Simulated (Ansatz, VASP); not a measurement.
# Two plane-wave programs on Ga2GeTeSe

```
CELL_PARAMETERS angstrom
5.09436 0.00000 0.00000
0.00000 5.09436 0.00000
0.00000 0.00000 5.39906
ATOMIC_POSITIONS crystal
Ga 0.00000 0.50000 0.50000
Ga 0.50000 0.00000 0.50000
Ge 0.50000 0.50000 0.00000
Te 0.00000 0.00000 0.00000
Se 0.50000 0.50000 0.50000
```

Change from the starting cell: species swapped into the CsHgBr2Cl type (P4/mmm, No. 123).

Alike in both runs: functional PBE; k mesh 4 × 4 × 4; occupations gaussian, width 0.1 eV; no spin polarisation.

Ansatz relaxed the structure, and its values are those at the end. VASP's run is a single point on that final structure, the one shown.

|  | VASP | Ansatz |
| --- | --- | --- |
| version | VASP 6.6.1 | Ansatz 0.2.0 |
| potentials or method | VASP PAW PBE potentials, release 64 (Ga_d, Ge_d, Te, Se), cutoff 520 eV | scalar-relativistic, plane waves, PAW |
| valence electrons in the cell | 52 | 72 |

|  | VASP | Ansatz | Ansatz less VASP |
| --- | --- | --- | --- |
| gap on the k mesh at the Fermi level (eV) | none | none | - |
| pressure (GPa) | 0.1 | 0.0 | -0.05 |

A gap of «none» marks a metal or a gap that the smearing closes. VASP's potentials hold 52 valence electrons a cell and Ansatz's 72, so a difference there can come from the potentials and not from the codes.

Spin-orbit coupling is off throughout.
